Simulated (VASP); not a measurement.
# Ru (P6_3/mmc) in VASP: single point with r2SCAN

Aim: the single point of Ru with r2SCAN.

Everything below comes from runs of VASP 6.6.1. Logs are shortened: lines on timing, memory, paths and dates and some standing lists are left out, and cuts for length are marked.

**1. The cell of the first run**

The structure is hexagonal, space group P6_3/mmc (No. 194). The conventional cell has a = 2.688 Å, b = 2.688 Å, c = 8.652 Å, α = 90.00°, β = 90.00°, γ = 120.00°. Within 3.5 Å of Ru (site symmetry -3m) lie 12 Ru at 2.66 to 2.69 Å. Ru (site symmetry -6m2) has 12 Ru at 2.66 to 2.69 Å within 3.5 Å.

**2. Single point, r2SCAN**

The input, POSCAR:

```
Ru
1.0
    2.6884983749      0.0000000000      0.0000000000
   -1.3442491875      2.3283078907      0.0000000000
    0.0000000000      0.0000000000      8.6517243028
Ru
4
Direct
    0.0000000000      0.0000000000      0.0000000000
    0.0000000000      0.0000000000      0.5000000000
    0.3333333333      0.6666666667      0.7500000000
    0.6666666667      0.3333333333      0.2500000000
```

The input, INCAR.step1:

```
SYSTEM = Ru
PREC     = Accurate       ! precision mode
ENCUT    = 520            ! plane-wave cutoff, eV
ISMEAR   = 0              ! smearing method
SIGMA    = 0.1            ! smearing width, eV
LREAL    = .FALSE.        ! projectors in reciprocal space
LASPH    = .TRUE.         ! aspherical terms in the spheres
NELM     = 100            ! most SCF steps
NBANDS   = 36             ! bands
GGA      = PE             ! functional
ALGO     = Normal         ! electronic algorithm
EDIFF    = 1E-4           ! SCF threshold, eV
LWAVE    = .TRUE.         ! write WAVECAR
LCHARG   = .FALSE.        ! write CHGCAR
```

The input, INCAR.step2:

```
SYSTEM = Ru
PREC     = Accurate       ! precision mode
ENCUT    = 520            ! plane-wave cutoff, eV
EDIFF    = 1E-6           ! SCF threshold, eV
ISMEAR   = 0              ! smearing method
SIGMA    = 0.1            ! smearing width, eV
LREAL    = .FALSE.        ! projectors in reciprocal space
LASPH    = .TRUE.         ! aspherical terms in the spheres
NELM     = 100            ! most SCF steps
ALGO     = Normal         ! electronic algorithm
ISIF     = 2              ! what is computed and relaxed
LWAVE    = .FALSE.        ! write WAVECAR
LCHARG   = .FALSE.        ! write CHGCAR
METAGGA  = R2SCAN         ! meta-GGA
LMIXTAU  = .TRUE.       
NBANDS   = 36             ! bands
ISTART   = 1
```

The input, KPOINTS:

```
Automatic mesh
0
G
  21 21 6
  0 0 0
```

Potentials or basis: VASP PAW PBE potentials, release 64 (Ru_pv).

Started as:

```bash
$ cat potpaw_PBE.64/Ru_pv/POTCAR > POTCAR
$ cp INCAR.step1 INCAR
$ mpirun -np 1 vasp_std > vasp.out
$ cp INCAR.step2 INCAR
$ mpirun -np 1 vasp_std > vasp.out
```

OUTCAR:

```text
SYSTEM = Ru
   PREC = Accurate
   ENCUT = 520
   EDIFF = 1E-6
   ISMEAR = 0
   LREAL = .FALSE.
   LASPH = .TRUE.
   NELM = 100
   ISIF = 2
   METAGGA = R2SCAN
   ISTART = 1

 ion  position               nearest neighbor table
   1  0.000  0.000  0.000-   3 2.66   4 2.66   4 2.66   3 2.66   4 2.66   3 2.66
   2  0.000  0.000  0.500-   3 2.66   4 2.66   4 2.66   3 2.66   4 2.66   3 2.66
   3  0.333  0.667  0.750-   1 2.66   2 2.66   1 2.66   2 2.66   1 2.66   2 2.66
   4  0.667  0.333  0.250-   1 2.66   2 2.66   1 2.66   2 2.66   1 2.66   2 2.66

  LATTYP: Found a hexagonal cell.
 ALAT       =     2.6884983749
 C/A-ratio  =     3.2180507839

  Lattice vectors:

 A1 = (   2.6884983749,   0.0000000000,   0.0000000000)
 A2 = (  -1.3442491875,   2.3283078907,   0.0000000000)
 A3 = (   0.0000000000,   0.0000000000,   8.6517243028)

Analysis of symmetry for initial positions (statically):
=====================================================================
 Subroutine PRICEL returns:
 Original cell was already a primitive cell.

 Routine SETGRP: Setting up the symmetry group for a
 hexagonal supercell.

 Subroutine GETGRP returns: Found 24 space group operations
 (whereof 12 operations were pure point group operations)
 out of a pool of 24 trial point group operations.

The static configuration has the point symmetry D_3d.
 The point group associated with its full space group is D_6h.

Analysis of symmetry for dynamics (positions and initial velocities):
=====================================================================
 Subroutine PRICEL returns:
 Original cell was already a primitive cell.

 Routine SETGRP: Setting up the symmetry group for a
 hexagonal supercell.

 Subroutine GETGRP returns: Found 24 space group operations
 (whereof 12 operations were pure point group operations)
 out of a pool of 24 trial point group operations.

The dynamic configuration has the point symmetry D_3d.
 The point group associated with its full space group is D_6h.

 Subroutine INISYM returns: Found 24 space group operations
 (whereof 12 operations are pure point group operations),
 and found     1 'primitive' translations

----------------------------------------------------------------------------------------

                                     Primitive cell

  volume of cell :      54.1568

  direct lattice vectors                    reciprocal lattice vectors
     2.688498375  0.000000000  0.000000000     0.371954846  0.214748231  0.000000000
[... 92 lines left out ...]
   EDIFFG = 0.1E-04   stopping-criterion for IOM
   NSW    =      0    number of steps for IOM
   IBRION =     -1    ionic relax: 0-MD 1-quasi-New 2-CG
   NFREE  =      0    steps in history (QN), initial steepest desc. (CG)
   ISIF   =      2    stress and relaxation
   ISYM   =      2    0-nonsym 1-usesym 2-fastsym
   POTIM  = 0.5000    time-step for ionic-motion
   TEBEG  =    0.0;   TEEND  =   0.0 temperature during run
   PSTRESS=    0.0 pullay stress
   NELECT =      56.0000    total number of electrons
   NUPDOWN=      -1.0000    fix difference up-down
   EMIN   =  10.00;   EMAX   =-10.00  energy-range for DOS
   EFERMI =   0.00;   METHOD = LEGACY
   ISMEAR =     0;   SIGMA  =   0.10  broadening in eV -4-tet -1-fermi 0-gaus
   EFERMI_NEDOS =   21; number of points for ismear=-14 and -15
   IALGO  =     38    algorithm
   IMIX   =      4    mixing-type and parameters
     AMIX     =   0.40;   BMIX     =  1.00
     AMIX_MAG =   1.60;   BMIX_MAG =  1.00
  volume/ion in A,a.u.               =      13.54        91.37
  Fermi-wavevector in a.u.,A,eV,Ry     =   1.655465  3.128374 37.287622  2.740563
  Thomas-Fermi vector in A             =   2.743556
   LORBIT       =      0    0 simple, 1 ext, 2 COOP (PROOUT), +10 PAW based schemes
   METAGGA = R2SCAN    functional components
   LHFCALC =     F    Hartree Fock is set to
   AEXX    =    0.0000 exact exchange contribution
   IVDW    =     0    specifies the selected vdW correction
   LEPSILON=     F    determine dielectric tensor
   LRPA    =     F    only Hartree local field effects (RPA)
 non-spin polarized calculation
 Gauss-broadening in eV      SIGMA  =   0.10
  energy-cutoff  :      520.00
  volume of cell :       54.16
 maximum number of plane-waves:      1488
 NGX is ok and might be reduce to    20
   NGX =  9   NGY =  9   NGZ = 33

 number of electron      56.0000009 magnetization

 Free energy of the ion-electron system (eV)
  ---------------------------------------------------
  ext. energy  EPLUGINS =         0.00000000
  ---------------------------------------------------
  free energy    TOTEN  =      -101.37480400 eV

  energy without entropy =     -101.35484086  energy(sigma->0) =     -101.36482243

 E-fermi :  12.7400     XC(G=0): -15.4234

 val. band max:       12.7396200810   @ k =   0.2857   0.0000   0.3333
 cond. band min:      12.7475794690   @ k =   0.1905   0.1429   0.1667
 fundamental gap:      0.0079593880
 Fermi energy:        12.7400401985

 k-point     1 :       0.0000    0.0000    0.0000
  band No.  band energies     occupation
      1     -32.2731      2.00000
      2     -31.7167      2.00000
      3     -31.6602      2.00000
      4     -31.2626      2.00000
      5     -31.2626      2.00000
      6     -31.1951      2.00000
[... 925 lines left out ...]
     35      15.1189      0.00000
     36      20.4691      0.00000

 [... further k-points ...]

------------------------ aborting loop because EDIFF is reached ----------------------------------------

  FORCE on cell =-STRESS in cart. coord.  units (eV):
  Direction    XX          YY          ZZ          XY          YZ          ZX
  --------------------------------------------------------------------------------------
  -------------------------------------------------------------------------------------
  Total        0.5023870      0.5023870      0.5242973     -0.0000000      0.0000000     -0.0000000
  in kB       14.8626458     14.8626458     15.5108403     -0.0000000      0.0000000     -0.0000000
  external PRESSURE =      15.0787106 kB  Pullay stress =       0.0000000 kB

 VOLUME and BASIS-vectors are now :
 -----------------------------------------------------------------------------
  energy-cutoff  :      520.00
  volume of cell :       54.16
      direct lattice vectors                 reciprocal lattice vectors
     2.688498375  0.000000000  0.000000000     0.371954846  0.214748231  0.000000000
    -1.344249187  2.328307891  0.000000000     0.000000000  0.429496461  0.000000000
     0.000000000  0.000000000  8.651724303     0.000000000  0.000000000  0.115583896

 POSITION                                       TOTAL-FORCE (eV/Angst)
 -----------------------------------------------------------------------------------
      0.00000      0.00000      0.00000        -0.000000     -0.000000     -0.000000
      0.00000      0.00000      4.32586        -0.000000     -0.000000     -0.000000
     -0.00000      1.55221      6.48879        -0.000000      0.000000      0.000000
      1.34425      0.77610      2.16293         0.000000      0.000000     -0.000000
 -----------------------------------------------------------------------------------
    total drift:                                0.000000     -0.000000      0.000000

  FREE ENERGIE OF THE ION-ELECTRON SYSTEM (eV)
  ---------------------------------------------------
  free  energy   TOTEN  =      -101.3748039959 eV

  energy  without entropy=     -101.3548408613  energy(sigma->0) =     -101.36482243
```

OUTCAR.step1:

```text
SYSTEM = Ru
   PREC = Accurate
   ENCUT = 520
   ISMEAR = 0
   LREAL = .FALSE.
   LASPH = .TRUE.
   NELM = 100
[... 1167 lines left out ...]
      0.00000      0.00000      4.32586        -0.000000     -0.000000     -0.000000
     -0.00000      1.55221      6.48879         0.000000     -0.000000      0.000000
      1.34425      0.77610      2.16293        -0.000000      0.000000      0.000000
 -----------------------------------------------------------------------------------
    total drift:                                0.000000     -0.000000      0.000000

  FREE ENERGIE OF THE ION-ELECTRON SYSTEM (eV)
  ---------------------------------------------------
  free  energy   TOTEN  =       -36.6047803833 eV

  energy  without entropy=      -36.5841126532  energy(sigma->0) =      -36.59444652
```

Run time: 8 min. Hardware: 1 thread of Intel Xeon 6975P-C (Granite Rapids), shared host; peak memory 0.36 GiB.

What came out:

```yaml
Free_energy: -101.3748 eV
Pressure: 1.5 GPa
Band_gap_on_the_k_mesh: zero (bands 28 and 29 overlap by 3.06 eV)
```

Caveat: the PAW data sets were made with another functional, which shifts forces and pressure a little.
